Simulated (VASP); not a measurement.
Al2Ru: single point with PBEsol

The system is Al2Ru.

```
Al Ru
1.0
    -1.53297    1.53297    4.40085
     1.53297   -1.53297    4.40085
     1.53297    1.53297   -4.40085
Al Ru
2 1
Cartesian
  0.0000 0.0000 5.6577
  0.0000 0.0000 3.0974
  0.0000 0.0000 0.0466
```

This cell differs from its parent crystal: strained and its atoms moved.

```yaml
Program: VASP 6.6.1
Task: single point
Functional: PBEsol
Potentials_or_basis: VASP PAW PBE potentials, release 64 (Al, Ru_pv)
Cutoff: 520 eV
k_mesh: 16 × 16 × 16
Occupations: gaussian, width 0.1 eV
Spin: no spin polarisation
```

```json
{
 "Pressure": "4.4 GPa",
 "Largest force": "2.077 eV/Å",
 "Band gap on the k mesh": "zero (bands 10 and 11 overlap by 0.40 eV)"
}
```

Forces on the atoms (eV/Å):
```
Al   0.000  0.000  2.077
Al   0.000  0.000 -1.480
Ru   0.000  0.000 -0.597
```

Stress tensor (GPa, compression positive):
```
4.40 0.00 0.00
0.00 4.40 0.00
0.00 0.00 4.26
```

Levels at points of the mesh, in eV from the Fermi level:
```
           k point  band 7  band 8  band 9  band 10  band 11  band 12  band 13  band 14
(0.00, 0.00, 0.00)   -2.78   -2.09   -2.09    -1.26     1.67     5.14     5.80     5.80
(0.50, 0.00, 0.00)   -3.24   -3.07   -3.03    -1.61     0.41     2.47     4.02     7.86
(0.50, 0.50, 0.00)   -3.24   -2.86   -0.90    -0.89     0.15     1.70     1.96     4.20
(0.50, 0.50, 0.50)   -2.92   -1.82   -1.82    -1.25     3.70     3.70     5.20     6.88
```

It took 9.6 min on 1 thread of Intel Xeon 8259CL, with other jobs on the host, peak memory 0.39 GiB.

Caveat: the cell differs from its parent crystal (strained and its atoms moved); the cell stands under pressure; the PAW data sets were made with another functional, which shifts forces and pressure a little.
